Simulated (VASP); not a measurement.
# W (Fmmm) in VASP: notebook

W is run at these levels: PBE; tasks: single point.

Everything below comes from runs of VASP 6.6.1. Logs are shortened: lines on timing, memory, paths and dates and some standing lists are left out, and cuts for length are marked.

## (1) The cell of the first run

It takes space group Fmmm (No. 69, orthorhombic). The conventional cell has a = 3.195 Å, b = 4.433 Å, c = 4.603 Å, α = 90.00°, β = 90.00°, γ = 90.00°. Within 3.6 Å of W (site symmetry mmm) lie 14 W at 2.73 to 3.20 Å.

## (2) Single point, PBE (strain +0.0375 x Voigt [0, 0, 0, 0, 1, 0])

The input, INCAR:

```
PREC = Accurate ; ENCUT = 500
EDIFF = 1E-6 ; ISMEAR = 0
SIGMA = 0.15 ; LREAL = F
LASPH = T ; NELM = 120
ALGO = Normal ; ISIF = 2
LWAVE = F ; LCHARG = F
GGA = PE ; NBANDS = 13
GGA_COMPAT = F
```

The input, KPOINTS:

```
regular mesh
0
Gamma
  20 20 20
```

The input, POSCAR:

```
W
1.0
   -1.5673506250      1.5973000000      1.5673506250
    1.6272493750     -1.5973000000      1.6272493750
    1.5673506250      1.5973000000     -1.5673506250
W
1
Direct
    0.0000000000      0.0000000000      0.0000000000
```

Potentials or basis: VASP PAW PBE potentials, release 64 (W_sv).

Started as:

```
cat potpaw_PBE.64/W_sv/POTCAR > POTCAR
mpirun -np 1 vasp_std > vasp.out
```

OUTCAR:

```text
PREC = Accurate
   ENCUT = 500
   EDIFF = 1E-6
   ISMEAR = 0
   LREAL = F
   LASPH = T
   NELM = 120
   ISIF = 2
   GGA = PE

 ion  position               nearest neighbor table
   1  0.000  0.000  0.000-

  LATTYP: Found a face centered orthorhombic cell.
 ALAT       =     3.1946000000
 B/A-ratio  =     1.3876970581
 C/A-ratio  =     1.4407300667

  Lattice vectors:

 A1 = (  -0.0598987500,   0.0000000000,  -3.1946000000)
 A2 = (  -1.6272493750,   1.5973000000,  -1.6272493750)
 A3 = (   1.5673506250,   1.5973000000,  -1.5673506250)

Analysis of symmetry for initial positions (statically):
=====================================================================
 Subroutine PRICEL returns:
 Original cell was already a primitive cell.

 Routine SETGRP: Setting up the symmetry group for a
 face centered orthorhombic supercell.

 Subroutine GETGRP returns: Found  8 space group operations
 (whereof  8 operations were pure point group operations)
 out of a pool of  8 trial point group operations.

The static configuration has the point symmetry D_2h.

Analysis of symmetry for dynamics (positions and initial velocities):
=====================================================================
 Subroutine PRICEL returns:
 Original cell was already a primitive cell.

 Routine SETGRP: Setting up the symmetry group for a
 face centered orthorhombic supercell.

 Subroutine GETGRP returns: Found  8 space group operations
 (whereof  8 operations were pure point group operations)
 out of a pool of  8 trial point group operations.

The dynamic configuration has the point symmetry D_2h.

 Subroutine INISYM returns: Found  8 space group operations
 (whereof  8 operations are pure point group operations),
 and found     1 'primitive' translations

----------------------------------------------------------------------------------------

                                     Primitive cell

  volume of cell :      16.2955

  direct lattice vectors                    reciprocal lattice vectors
    -1.567350625  1.597300000  1.567350625    -0.005871344  0.313028235  0.313138323
     1.627249375 -1.597300000  1.627249375     0.307266979  0.000000000  0.307266979
     1.567350625  1.597300000 -1.567350625     0.313138323  0.313028235 -0.005871344

  length of vectors
     2.732131632  2.801294049  2.732131632     0.442805553  0.434541129  0.442805553

  position of ions in fractional coordinates (direct lattice)
     0.000000000  0.000000000  0.000000000

  ion indices of the primitive-cell ions
   primitive index   ion index
                 1           1

----------------------------------------------------------------------------------------

 KPOINTS: regular mesh

Automatic generation of k-mesh.
 Grid dimensions read from file:
 generate k-points for:   20   20   20

 Generating k-lattice:

  Cartesian coordinates                     Fractional coordinates (reciprocal lattice)
    -0.000293567  0.015651412  0.015656916     0.050000000  0.000000000 -0.000000000
     0.015363349  0.000000000  0.015363349     0.000000000  0.050000000  0.000000000
     0.015656916  0.015651412 -0.000293567    -0.000000000  0.000000000  0.050000000

  Length of vectors
     0.022140278  0.021727056  0.022140278

  Shift w.r.t. Gamma in fractional coordinates (k-lattice)
     0.000000000  0.000000000  0.000000000

 Subroutine IBZKPT returns following result:
 ===========================================

 Found   1166 irreducible k-points:

 Following reciprocal coordinates:
            Coordinates               Weight
  0.000000  0.000000  0.000000      1.000000
  0.050000 -0.000000  0.000000      8.000000
  0.100000 -0.000000 -0.000000      8.000000
  0.150000 -0.000000  0.000000      8.000000
  0.200000 -0.000000 -0.000000      8.000000
  0.250000 -0.000000 -0.000000      8.000000
[... 16 lines left out ...]
 -0.450000  0.050000 -0.000000      8.000000
 -0.400000  0.050000  0.000000      8.000000
 [... further k-points ...]
   k-points           NKPTS =   1166   k-points in BZ     NKDIM =   1166   number of bands    NBANDS=     13
   number of dos      NEDOS =    301   number of ions     NIONS =      1
   total plane-waves  NPLWV =   8000
   dimension x,y,z NGX =    20 NGY =   20 NGZ =   20
   dimension x,y,z NGXF=    40 NGYF=   40 NGZF=   40
   ions per type =               1
   NGX,Y,Z   is equivalent  to a cutoff of  12.17, 11.87, 12.17 a.u.
   NGXF,Y,Z  is equivalent  to a cutoff of  24.34, 23.74, 24.34 a.u.
 SYSTEM =  unknown system
   PREC   = accura    normal or accurate (medium, high low for compatibility)
   ISTART =      0    job   : 0-new  1-cont  2-samecut
   ICHARG =      2    charge: 1-file 2-atom 10-const
   ISPIN  =      1    spin polarized calculation?
   LNONCOLLINEAR =      F non collinear calculations
   LSORBIT =      F    spin-orbit coupling
   LASPH  =      T    aspherical Exc in radial PAW
   ENCUT  =  500.0 eV  36.75 Ry    6.06 a.u.   4.98  5.11  4.98*2*pi/ulx,y,z
   NELM   =    120;   NELMIN=  2; NELMDL= -5     # of ELM steps
   EDIFF  = 0.1E-05   stopping-criterion for ELM
   LREAL  =      F    real-space projection
   EDIFFG = 0.1E-04   stopping-criterion for IOM
   NSW    =      0    number of steps for IOM
   IBRION =     -1    ionic relax: 0-MD 1-quasi-New 2-CG
   NFREE  =      0    steps in history (QN), initial steepest desc. (CG)
   ISIF   =      2    stress and relaxation
   ISYM   =      2    0-nonsym 1-usesym 2-fastsym
   POTIM  = 0.5000    time-step for ionic-motion
   TEBEG  =    0.0;   TEEND  =   0.0 temperature during run
   PSTRESS=    0.0 pullay stress
   NELECT =      14.0000    total number of electrons
   NUPDOWN=      -1.0000    fix difference up-down
   EMIN   =  10.00;   EMAX   =-10.00  energy-range for DOS
   EFERMI =   0.00;   METHOD = LEGACY
   ISMEAR =     0;   SIGMA  =   0.15  broadening in eV -4-tet -1-fermi 0-gaus
   EFERMI_NEDOS =   21; number of points for ismear=-14 and -15
   IALGO  =     38    algorithm
   IMIX   =      4    mixing-type and parameters
     AMIX     =   0.40;   BMIX     =  1.00
     AMIX_MAG =   1.60;   BMIX_MAG =  1.00
  volume/ion in A,a.u.               =      16.30       109.97
  Fermi-wavevector in a.u.,A,eV,Ry     =   1.556307  2.940994 32.954553  2.422091
  Thomas-Fermi vector in A             =   2.660122
   LORBIT       =      0    0 simple, 1 ext, 2 COOP (PROOUT), +10 PAW based schemes
   GGA     = PE    functional components
   LHFCALC =     F    Hartree Fock is set to
   AEXX    =    0.0000 exact exchange contribution
   IVDW    =     0    specifies the selected vdW correction
   LEPSILON=     F    determine dielectric tensor
   LRPA    =     F    only Hartree local field effects (RPA)
 non-spin polarized calculation
 Gauss-broadening in eV      SIGMA  =   0.15
  energy-cutoff  :      500.00
  volume of cell :       16.30
 maximum number of plane-waves:       428
   NGX =  9   NGY = 11   NGZ =  9

 number of electron      13.9999999 magnetization

 Free energy of the ion-electron system (eV)
  ---------------------------------------------------
  ext. energy  EPLUGINS =         0.00000000
  ---------------------------------------------------
  free energy    TOTEN  =       -12.94899880 eV

  energy without entropy =      -12.94515295  energy(sigma->0) =      -12.94707588

 E-fermi :  11.0844     XC(G=0): -13.4846

 val. band max:       11.0709719473   @ k =  -0.3500   0.3000   0.2500
 cond. band min:      11.0982288218   @ k =  -0.2000   0.1000   0.2000
 fundamental gap:      0.0272568745
 Fermi energy:        11.0843614046

 k-point     1 :       0.0000    0.0000    0.0000
  band No.  band energies     occupation
      1     -63.1765      2.00000
      2     -26.8326      2.00000
      3     -26.7725      2.00000
      4     -26.7202      2.00000
      5       1.5660      2.00000
      6       9.5399      2.00000
      7       9.8186      2.00000
      8      10.1840      2.00000
      9      13.2503      0.00000
     10      13.2984      0.00000
     11      25.1652      0.00000
     12      25.5109      0.00000
     13      25.8481      0.00000

 k-point     2 :       0.0500   -0.0000    0.0000
  band No.  band energies     occupation
      1     -63.1736      2.00000
      2     -26.8456      2.00000
      3     -26.7890      2.00000
      4     -26.7318      2.00000
      5       1.6837      2.00000
      6       9.5390      2.00000
      7       9.8391      2.00000
      8      10.1912      2.00000
      9      13.1435      0.00000
     10      13.2879      0.00000
     11      25.3487      0.00000
     12      25.7119      0.00000
     13      26.0512      0.00000

 k-point     3 :       0.1000   -0.0000   -0.0000
  band No.  band energies     occupation
      1     -63.1652      2.00000
      2     -26.9072      2.00000
      3     -26.8295      2.00000
      4     -26.7479      2.00000
      5       2.0266      2.00000
      6       9.4482      2.00000
      7       9.8216      2.00000
      8      10.3724      2.00000
      9      12.8798      0.00000
     10      13.2872      0.00000
     11      25.7291      0.00000
     12      26.3084      0.00000
     13      26.6750      0.00000
[... 305 lines left out ...]
 k-point    23 :      -0.4500    0.0500   -0.0000
  band No.  band energies     occupation
      1     -63.0622      2.00000
      2     -27.8979      2.00000
      3     -27.1522      2.00000
      4     -26.7794      2.00000
      5       5.0506      2.00000
      6       7.7096      2.00000
      7      10.7149      1.99950
      8      13.1847      0.00000
      9      14.0360      0.00000
     10      16.4001      0.00000
     11      22.3636      0.00000
     12      23.0326      0.00000
     13      28.3704      0.00000

 k-point    24 :      -0.4000    0.0500    0.0000
  band No.  band energies     occupation
      1     -63.0729      2.00000
      2     -27.8019      2.00000
      3     -27.1164      2.00000
      4     -26.7780      2.00000
      5       5.0108      2.00000
      6       7.8763      2.00000
      7       9.9534      2.00000
      8      13.1048      0.00000
      9      13.8600      0.00000
     10      15.4280      0.00000
     11      23.3510      0.00000
     12      23.8820      0.00000
     13      29.8007      0.00000

 [... further k-points ...]
[... 5 lines left out ...]
  --------------------------------------------------------------------------------------
  -------------------------------------------------------------------------------------
  Total       -0.2377801     -0.2215315     -0.2377801      0.0000000     -0.0000000     -0.5495918
  in kB      -23.3786443    -21.7810736    -23.3786443      0.0000000     -0.0000000    -54.0361051
  external PRESSURE =     -22.8461207 kB  Pullay stress =       0.0000000 kB

 VOLUME and BASIS-vectors are now :
 -----------------------------------------------------------------------------
  energy-cutoff  :      500.00
  volume of cell :       16.30
      direct lattice vectors                 reciprocal lattice vectors
    -1.567350625  1.597300000  1.567350625    -0.005871344  0.313028235  0.313138323
     1.627249375 -1.597300000  1.627249375     0.307266979  0.000000000  0.307266979
     1.567350625  1.597300000 -1.567350625     0.313138323  0.313028235 -0.005871344

 POSITION                                       TOTAL-FORCE (eV/Angst)
 -----------------------------------------------------------------------------------
      0.00000      0.00000      0.00000        -0.000000     -0.000000      0.000000
 -----------------------------------------------------------------------------------
    total drift:                                0.000000     -0.000000      0.000000

  FREE ENERGIE OF THE ION-ELECTRON SYSTEM (eV)
  ---------------------------------------------------
  free  energy   TOTEN  =       -12.9489988027 eV

  energy  without entropy=      -12.9451529550  energy(sigma->0) =      -12.94707588
```

Wall time 3.3 min (1 thread of Intel Xeon 8259CL, shared host); peak memory 0.31 GiB.

Results:

| Quantity | Value |
| --- | --- |
| Free energy | -12.9490 eV |
| Pressure | -2.3 GPa |
| Band gap on the k mesh | zero (bands 7 and 8 overlap by 5.59 eV) |

Caveat: the cell differs from its parent crystal (strain +0.0375 x Voigt [0, 0, 0, 0, 1, 0]); spin-orbit coupling is left out, which moves the levels of the heavy elements.

## (3) Single point, PBE (strain +0.0125 x Voigt [0, 0, 0, 0, 1, 0])

The input, INCAR:

```
PREC     = Accurate       # precision mode
ENCUT    = 500            # plane-wave cutoff, eV
EDIFF    = 1E-6           # SCF threshold, eV
ISMEAR   = 0              # smearing method
SIGMA    = 0.15           # smearing width, eV
LREAL    = False          # projectors in reciprocal space
LASPH    = True           # aspherical terms in the spheres
NELM     = 120            # most SCF steps
ALGO     = Normal         # electronic algorithm
ISIF     = 2              # what is computed and relaxed
LWAVE    = False          # write WAVECAR
LCHARG   = True           # write CHGCAR
GGA      = PE             # functional
LELF     = True           # ELF
LVHAR    = True         
NBANDS   = 13             # bands
GGA_COMPAT= False
```

The input, KPOINTS:

```
Automatic mesh
0
Gamma
  20 20 20
```

The input, POSCAR:

```
W
1.0
   -1.5873168750      1.5973000000      1.5873168750
    1.6072831250     -1.5973000000      1.6072831250
    1.5873168750      1.5973000000     -1.5873168750
W
1
Direct
    0.0000000000      0.0000000000      0.0000000000
```

Potentials or basis: VASP PAW PBE potentials, release 64 (W_sv).

Started as:

```
cat potpaw_PBE.64/W_sv/POTCAR > POTCAR
mpirun -np 1 vasp_std > vasp.out
```

It took 3.8 min on 1 thread of Intel Xeon 8259CL, shared host; peak memory 0.32 GiB.

Results (log left out):

```yaml
Free_energy: -12.9581 eV
Pressure: -2.6 GPa
Band_gap_on_the_k_mesh: zero (bands 7 and 8 overlap by 5.98 eV)
```

Stress tensor (GPa, compression positive):
```
-2.62  0.00 -1.83
 0.00 -2.60  0.00
-1.83  0.00 -2.62
```

Levels at points of the mesh, in eV from the Fermi level:
| k point | band 3 | band 4 | band 5 | band 6 | band 7 | band 8 | band 9 | band 10 | band 11 | band 12 |
| --- | --- | --- | --- | --- | --- | --- | --- | --- | --- | --- |
| (0.00, 0.00, 0.00) | -37.87 | -37.85 | -9.52 | -1.33 | -1.23 | -1.12 | 2.15 | 2.16 | 14.30 | 14.41 |
| (0.50, 0.00, 0.00) | -38.25 | -37.87 | -6.14 | -3.48 | 0.54 | 2.03 | 2.97 | 5.86 | 10.60 | 11.37 |
| (0.00, 0.50, 0.00) | -38.23 | -37.86 | -6.15 | -3.51 | 0.44 | 2.11 | 3.07 | 5.78 | 10.43 | 11.47 |
| (0.50, 0.00, 0.50) | -38.27 | -37.89 | -6.13 | -3.45 | 0.65 | 1.95 | 2.87 | 5.94 | 10.76 | 11.28 |
| (0.50, 0.50, 0.50) | -38.69 | -38.67 | -5.66 | -5.65 | 4.79 | 4.92 | 5.06 | 7.91 | 7.98 | 8.05 |

Caveat: the cell differs from its parent crystal (strain +0.0125 x Voigt [0, 0, 0, 0, 1, 0]); spin-orbit coupling is left out, which moves the levels of the heavy elements.
